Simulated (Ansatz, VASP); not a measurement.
# Two plane-wave programs on Sr

```xyz
2
Lattice="3.7331 0.0000 0.0000 -1.8666 4.0322 0.0000 0.0000 0.0000 6.8785" Properties=species:S:1:pos:R:3 pbc="T T T"
Sr    0.0000    2.6881    1.7196
Sr    1.8666    1.3441    5.1589
```

Change from the starting cell: strain +e along x and -e along y -0.1100, strain +e along z and -e/2 along x and y +0.0000.

Alike in both runs: task single point; functional PBEsol; k mesh 12 × 12 × 8; occupations gaussian, width 0.15 eV; no spin polarisation.

|  | VASP | Ansatz |
| --- | --- | --- |
| version | VASP 6.6.1 | Ansatz 0.2.0 |
| potentials or method | VASP PAW PBE potentials, release 64 (Sr_sv), cutoff 520 eV | scalar-relativistic, plane waves, PAW |
| valence electrons in the cell | 20 | 20 |

|  | VASP | Ansatz | Ansatz less VASP |
| --- | --- | --- | --- |
| gap on the k mesh at the Fermi level (eV) | none | none | - |
| pressure (GPa) | 0.4 | 0.4 | -0.01 |
| traceless stress, the component that is largest in VASP (GPa) | 3.22 | 3.21 | -0.007 |
| rms of the force components (eV/Å) | 0.114 | 0.113 | -0.0003 |

VASP's potentials were made for PBE, not for PBEsol. Atom by atom the forces differ by 0.000 eV/Å (rms over components). A gap of «none» marks a metal or a gap that the smearing closes. The functional is the same, so the differences come from potentials, cutoffs and numerics.
